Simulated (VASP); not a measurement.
# Tl (R-3m) in VASP: a series of runs

Runs on Tl. Level: PBEsol. Tasks: single point.

Program: VASP 6.6.1. These are calculated values, not measurements. Logs are shortened: lines on timing, memory, paths and dates and some standing lists are left out, and cuts for length are marked.

### Step 1. The cell of the first run

The structure is trigonal, space group R-3m (No. 166). Conventional cell: a = 8.038 Å, b = 8.038 Å, c = 20.562 Å, α = 90.00°, β = 90.00°, γ = 120.00°. Tl (site symmetry m) has 6 Tl at 2.73 to 2.95 Å within 3.6 Å. Within 3.8 Å of Tl (site symmetry m) lie 7 Tl at 2.92 to 3.29 Å.

### Step 2. Single point, PBEsol

File INCAR:

```
SYSTEM = Tl
PREC = Accurate
ENCUT = 520
EDIFF = 1E-6
ISMEAR = 0
SIGMA = 0.1
LREAL = .False.
LASPH = .True.
NELM = 100
ALGO = Fast
ISIF = 2
LWAVE = .False.
LCHARG = .False.
GGA = PS
NBANDS = 90
```

File KPOINTS:

```
regular mesh
0
Gamma
  3 3 3
  0 0 0
```

File POSCAR:

```
Tl
1.0
    4.0189706272      2.3203537735      6.8539611964
   -4.0189706272      2.3203537735      6.8539611964
    0.0000000000     -4.6407075469      6.8539611964
Tl
12
Direct
    0.0101900000      0.6536100000      0.0101900000
    0.0101900000      0.0101900000      0.6536100000
    0.6536100000      0.0101900000      0.0101900000
    0.9898100000      0.3463900000      0.9898100000
    0.3463900000      0.9898100000      0.9898100000
    0.9898100000      0.9898100000      0.3463900000
    0.2211800000      0.6306000000      0.2211800000
    0.2211800000      0.2211800000      0.6306000000
    0.6306000000      0.2211800000      0.2211800000
    0.7788200000      0.3694000000      0.7788200000
    0.3694000000      0.7788200000      0.7788200000
    0.7788200000      0.7788200000      0.3694000000
```

Potentials or basis: VASP PAW PBE potentials, release 64 (Tl_d).

Command:

```console
$ cat potpaw_PBE.64/Tl_d/POTCAR > POTCAR
$ mpirun -np 1 vasp_std > vasp.out
```

OUTCAR:

```text
SYSTEM = Tl
   PREC = Accurate
   ENCUT = 520
   EDIFF = 1E-6
   ISMEAR = 0
   LREAL = .False.
   LASPH = .True.
   NELM = 100
   ISIF = 2
   GGA = PS

 ion  position               nearest neighbor table
   1  0.010  0.654  0.010-   4 2.73   2 2.87   3 2.87   7 2.94  12 2.95  11 2.95
   2  0.010  0.010  0.654-   6 2.73   3 2.87   1 2.87   8 2.94  10 2.95  11 2.95
   3  0.654  0.010  0.010-   5 2.73   2 2.87   1 2.87   9 2.94  12 2.95  10 2.95
   4  0.990  0.346  0.990-   1 2.73   6 2.87   5 2.87  10 2.94   8 2.95   9 2.95
   5  0.346  0.990  0.990-   3 2.73   6 2.87   4 2.87  11 2.94   8 2.95   7 2.95
   6  0.990  0.990  0.346-   2 2.73   4 2.87   5 2.87  12 2.94   9 2.95   7 2.95
   7  0.221  0.631  0.221-  11 2.92  12 2.92   1 2.94   5 2.95   6 2.95   8 3.29   9 3.29
   8  0.221  0.221  0.631-  10 2.92  11 2.92   2 2.94   4 2.95   5 2.95   7 3.29   9 3.29
   9  0.631  0.221  0.221-  10 2.92  12 2.92   3 2.94   4 2.95   6 2.95   8 3.29   7 3.29
  10  0.779  0.369  0.779-   9 2.92   8 2.92   4 2.94   3 2.95   2 2.95  12 3.29  11 3.29
  11  0.369  0.779  0.779-   7 2.92   8 2.92   5 2.94   1 2.95   2 2.95  12 3.29  10 3.29
  12  0.779  0.779  0.369-   7 2.92   9 2.92   6 2.94   3 2.95   1 2.95  10 3.29  11 3.29

  LATTYP: Found a trigonal (rhomboedric) cell.
 ALAT       =     8.2772550171
 COS(alpha) =     0.5284942553

  Lattice vectors:

 A1 = (   4.0189706272,   2.3203537735,   6.8539611964)
 A2 = (  -4.0189706272,   2.3203537735,   6.8539611964)
 A3 = (   0.0000000000,  -4.6407075469,   6.8539611964)

Analysis of symmetry for initial positions (statically):
=====================================================================
 Subroutine PRICEL returns:
 Original cell was already a primitive cell.

 Routine SETGRP: Setting up the symmetry group for a
 trigonal (rhombohedral) supercell.

 Subroutine GETGRP returns: Found 12 space group operations
 (whereof 12 operations were pure point group operations)
 out of a pool of 12 trial point group operations.

The static configuration has the point symmetry D_3d.

Analysis of symmetry for dynamics (positions and initial velocities):
=====================================================================
 Subroutine PRICEL returns:
 Original cell was already a primitive cell.

 Routine SETGRP: Setting up the symmetry group for a
 trigonal (rhombohedral) supercell.

 Subroutine GETGRP returns: Found 12 space group operations
 (whereof 12 operations were pure point group operations)
 out of a pool of 12 trial point group operations.

The dynamic configuration has the point symmetry D_3d.

 Subroutine INISYM returns: Found 12 space group operations
 (whereof 12 operations are pure point group operations),
 and found     1 'primitive' translations

----------------------------------------------------------------------------------------

                                     Primitive cell

  volume of cell :     383.4970

  direct lattice vectors                    reciprocal lattice vectors
     4.018970627  2.320353773  6.853961196     0.124409966  0.071828127  0.048633677
    -4.018970627  2.320353773  6.853961196    -0.124409966  0.071828127  0.048633677
     0.000000000 -4.640707547  6.853961196     0.000000000 -0.143656255  0.048633677

  length of vectors
     8.277255017  8.277255017  8.277255017     0.151665270  0.151665270  0.151665270

  position of ions in fractional coordinates (direct lattice)
     0.010190000  0.653610000  0.010190000
     0.010190000  0.010190000  0.653610000
     0.653610000  0.010190000  0.010190000
     0.989810000  0.346390000  0.989810000
     0.346390000  0.989810000  0.989810000
     0.989810000  0.989810000  0.346390000
     0.221180000  0.630600000  0.221180000
     0.221180000  0.221180000  0.630600000
     0.630600000  0.221180000  0.221180000
     0.778820000  0.369400000  0.778820000
     0.369400000  0.778820000  0.778820000
     0.778820000  0.778820000  0.369400000

  ion indices of the primitive-cell ions
   primitive index   ion index
                 1           1
                 2           2
                 3           3
                 4           4
                 5           5
                 6           6
                 7           7
                 8           8
                 9           9
                10          10
                11          11
                12          12

----------------------------------------------------------------------------------------

 KPOINTS: regular mesh

Automatic generation of k-mesh.
 Grid dimensions read from file:
 generate k-points for:    3    3    3

 Generating k-lattice:

  Cartesian coordinates                     Fractional coordinates (reciprocal lattice)
     0.041469989  0.023942709  0.016211226     0.333333333  0.000000000  0.000000000
    -0.041469989  0.023942709  0.016211226     0.000000000  0.333333333  0.000000000
     0.000000000 -0.047885418  0.016211226     0.000000000  0.000000000  0.333333333

  Length of vectors
     0.050555090  0.050555090  0.050555090

  Shift w.r.t. Gamma in fractional coordinates (k-lattice)
     0.000000000  0.000000000  0.000000000

 Subroutine IBZKPT returns following result:
 ===========================================

 Found      6 irreducible k-points:

 Following reciprocal coordinates:
            Coordinates               Weight
  0.000000  0.000000  0.000000      1.000000
  0.333333  0.000000  0.000000      6.000000
  0.333333  0.333333  0.000000      6.000000
 -0.333333  0.333333  0.000000      6.000000
  0.333333  0.333333  0.333333      2.000000
 -0.333333  0.333333  0.333333      6.000000
   k-points           NKPTS =      6   k-points in BZ     NKDIM =      6   number of bands    NBANDS=     90
   number of dos      NEDOS =    301   number of ions     NIONS =     12
   total plane-waves  NPLWV = 262144
   dimension x,y,z NGX =    64 NGY =   64 NGZ =   64
   dimension x,y,z NGXF=   128 NGYF=  128 NGZF=  128
   ions per type =              12
   NGX,Y,Z   is equivalent  to a cutoff of  12.85, 12.85, 12.85 a.u.
   NGXF,Y,Z  is equivalent  to a cutoff of  25.71, 25.71, 25.71 a.u.
 SYSTEM =  Tl
   PREC   = accura    normal or accurate (medium, high low for compatibility)
   ISTART =      0    job   : 0-new  1-cont  2-samecut
   ICHARG =      2    charge: 1-file 2-atom 10-const
   ISPIN  =      1    spin polarized calculation?
   LNONCOLLINEAR =      F non collinear calculations
   LSORBIT =      F    spin-orbit coupling
   LASPH  =      T    aspherical Exc in radial PAW
   ENCUT  =  520.0 eV  38.22 Ry    6.18 a.u.  15.39 15.39 15.39*2*pi/ulx,y,z
   NELM   =    100;   NELMIN=  2; NELMDL= -5     # of ELM steps
   EDIFF  = 0.1E-05   stopping-criterion for ELM
   LREAL  =      F    real-space projection
   EDIFFG = 0.1E-04   stopping-criterion for IOM
   NSW    =      0    number of steps for IOM
   IBRION =     -1    ionic relax: 0-MD 1-quasi-New 2-CG
   NFREE  =      0    steps in history (QN), initial steepest desc. (CG)
   ISIF   =      2    stress and relaxation
   ISYM   =      2    0-nonsym 1-usesym 2-fastsym
   POTIM  = 0.5000    time-step for ionic-motion
   TEBEG  =    0.0;   TEEND  =   0.0 temperature during run
   PSTRESS=    0.0 pullay stress
   NELECT =     156.0000    total number of electrons
   NUPDOWN=      -1.0000    fix difference up-down
   EMIN   =  10.00;   EMAX   =-10.00  energy-range for DOS
   EFERMI =   0.00;   METHOD = LEGACY
   ISMEAR =     0;   SIGMA  =   0.10  broadening in eV -4-tet -1-fermi 0-gaus
   EFERMI_NEDOS =   21; number of points for ismear=-14 and -15
   IALGO  =     68    algorithm
   IMIX   =      4    mixing-type and parameters
     AMIX     =   0.40;   BMIX     =  1.00
     AMIX_MAG =   1.60;   BMIX_MAG =  1.00
  volume/ion in A,a.u.               =      31.96       215.66
  Fermi-wavevector in a.u.,A,eV,Ry     =   1.213004  2.292246 20.019337  1.471380
  Thomas-Fermi vector in A             =   2.348470
   LORBIT       =      0    0 simple, 1 ext, 2 COOP (PROOUT), +10 PAW based schemes
   GGA     = PS    functional components
   LHFCALC =     F    Hartree Fock is set to
   AEXX    =    0.0000 exact exchange contribution
   IVDW    =     0    specifies the selected vdW correction
   LEPSILON=     F    determine dielectric tensor
   LRPA    =     F    only Hartree local field effects (RPA)
 non-spin polarized calculation
 RMM-DIIS sequential band-by-band and
 Gauss-broadening in eV      SIGMA  =   0.10
  energy-cutoff  :      520.00
  volume of cell :      383.50
 maximum number of plane-waves:     10339
 NGX is ok and might be reduce to    64
   NGX = 31   NGY = 31   NGZ = 31

 number of electron     155.9999994 magnetization

 Free energy of the ion-electron system (eV)
  ---------------------------------------------------
  ext. energy  EPLUGINS =         0.00000000
  ---------------------------------------------------
  free energy    TOTEN  =       -25.73094807 eV

  energy without entropy =      -25.71095846  energy(sigma->0) =      -25.72095326

 E-fermi :   5.1337     XC(G=0):  -9.3963

 val. band max:        4.9477717190   @ k =  -0.3333   0.3333   0.3333
 cond. band min:       5.1370205738   @ k =   0.0000   0.0000   0.0000
 fundamental gap:      0.1892488548
 Fermi energy:         5.1337291061

 k-point     1 :       0.0000    0.0000    0.0000
  band No.  band energies     occupation
      1      -7.6083      2.00000
      2      -7.4756      2.00000
      3      -7.3651      2.00000
      4      -7.3651      2.00000
      5      -7.2965      2.00000
      6      -7.2965      2.00000
[... 82 lines left out ...]
     89       9.5223      0.00000
     90       9.9065      0.00000

 k-point     2 :       0.3333    0.0000    0.0000
  band No.  band energies     occupation
      1      -7.5345      2.00000
      2      -7.4369      2.00000
      3      -7.3695      2.00000
      4      -7.3439      2.00000
      5      -7.3366      2.00000
      6      -7.2970      2.00000
[... 82 lines left out ...]
     89       9.3269      0.00000
     90       9.4560      0.00000

 k-point     3 :       0.3333    0.3333    0.0000
  band No.  band energies     occupation
      1      -7.5087      2.00000
      2      -7.4140      2.00000
      3      -7.3711      2.00000
      4      -7.3540      2.00000
      5      -7.3227      2.00000
      6      -7.2869      2.00000
[... 82 lines left out ...]
     89       8.8074      0.00000
     90       8.9595      0.00000

 k-point     4 :      -0.3333    0.3333    0.0000
  band No.  band energies     occupation
      1      -7.4571      2.00000
      2      -7.3877      2.00000
      3      -7.3750      2.00000
      4      -7.3708      2.00000
      5      -7.3441      2.00000
      6      -7.3242      2.00000
[... 82 lines left out ...]
     89       9.1615      0.00000
     90       9.3521      0.00000

 k-point     5 :       0.3333    0.3333    0.3333
  band No.  band energies     occupation
      1      -7.5322      2.00000
      2      -7.4489      2.00000
      3      -7.3416      2.00000
      4      -7.3416      2.00000
      5      -7.3018      2.00000
      6      -7.3018      2.00000
[... 82 lines left out ...]
     89       9.1632      0.00000
     90       9.1676      0.00000

 k-point     6 :      -0.3333    0.3333    0.3333
  band No.  band energies     occupation
      1      -7.4614      2.00000
      2      -7.4123      2.00000
      3      -7.3685      2.00000
      4      -7.3437      2.00000
      5      -7.3292      2.00000
      6      -7.2969      2.00000
[... 82 lines left out ...]
     89       8.6691      0.00000
     90       8.9173      0.00000

------------------------ aborting loop because EDIFF is reached ----------------------------------------

  FORCE on cell =-STRESS in cart. coord.  units (eV):
  Direction    XX          YY          ZZ          XY          YZ          ZX
  --------------------------------------------------------------------------------------
  -------------------------------------------------------------------------------------
  Total       18.4295688     18.4295688     22.3731414      0.0000000      0.0000000      0.0000000
  in kB       76.9952312     76.9952312     93.4707270      0.0000000      0.0000000      0.0000000
  external PRESSURE =      82.4870632 kB  Pullay stress =       0.0000000 kB

 VOLUME and BASIS-vectors are now :
 -----------------------------------------------------------------------------
  energy-cutoff  :      520.00
  volume of cell :      383.50
      direct lattice vectors                 reciprocal lattice vectors
     4.018970627  2.320353773  6.853961196     0.124409966  0.071828127  0.048633677
    -4.018970627  2.320353773  6.853961196    -0.124409966  0.071828127  0.048633677
     0.000000000 -4.640707547  6.853961196     0.000000000 -0.143656255  0.048633677

 POSITION                                       TOTAL-FORCE (eV/Angst)
 -----------------------------------------------------------------------------------
     -2.58589      1.49296      4.61950         0.806645     -0.465717     -0.525468
      0.00000     -2.98592      4.61950         0.000000      0.931434     -0.525468
      2.58589      1.49296      4.61950        -0.806645     -0.465717     -0.525468
      2.58589     -1.49296     15.94238        -0.806645      0.465717      0.525468
     -2.58589     -1.49296     15.94238         0.806645      0.465717      0.525468
      0.00000      2.98592     15.94238         0.000000     -0.931434      0.525468
     -1.64545      0.95000      7.35403         1.559784     -0.900542      0.386223
      0.00000     -1.90000      7.35403         0.000000      1.801084      0.386223
      1.64545      0.95000      7.35403        -1.559784     -0.900542      0.386223
      1.64545     -0.95000     13.20786        -1.559784      0.900542     -0.386223
     -1.64545     -0.95000     13.20786         1.559784      0.900542     -0.386223
      0.00000      1.90000     13.20786         0.000000     -1.801084     -0.386223
 -----------------------------------------------------------------------------------
    total drift:                                0.000000      0.000000     -0.000000

  FREE ENERGIE OF THE ION-ELECTRON SYSTEM (eV)
  ---------------------------------------------------
  free  energy   TOTEN  =       -25.7309480668 eV

  energy  without entropy=      -25.7109584550  energy(sigma->0) =      -25.72095326
```

Run time: 3.2 min. Hardware: 1 thread of Intel Xeon 6975P-C (Granite Rapids), shared host; peak memory 0.58 GiB.

What came out:

```yaml
Free_energy: -25.7309 eV
Pressure: 8.2 GPa
Largest_force: 1.842 eV/Å
Band_gap_on_the_k_mesh: zero (bands 78 and 79 overlap by 1.35 eV)
```

Forces on the atoms (eV/Å):
```
Tl   0.807 -0.466 -0.525
Tl   0.000  0.931 -0.525
Tl  -0.807 -0.466 -0.525
Tl  -0.807  0.466  0.525
Tl   0.807  0.466  0.525
Tl   0.000 -0.931  0.525
Tl   1.560 -0.901  0.386
Tl   0.000  1.801  0.386
Tl  -1.560 -0.901  0.386
Tl  -1.560  0.901 -0.386
Tl   1.560  0.901 -0.386
Tl   0.000 -1.801 -0.386
```

Levels at points of the mesh, in eV from the Fermi level:
| k point | band 74 | band 75 | band 76 | band 77 | band 78 | band 79 | band 80 | band 81 |
| --- | --- | --- | --- | --- | --- | --- | --- | --- |
| (0.00, 0.00, 0.00) | -1.79 | -1.12 | -1.12 | 0.00 | 0.00 | 0.25 | 0.93 | 1.99 |

Caveat: the cell stands under pressure; the PAW data sets were made with another functional, which shifts forces and pressure a little; spin-orbit coupling is left out, which moves the levels of the heavy elements.

(Part 1 of 2 ends here.)
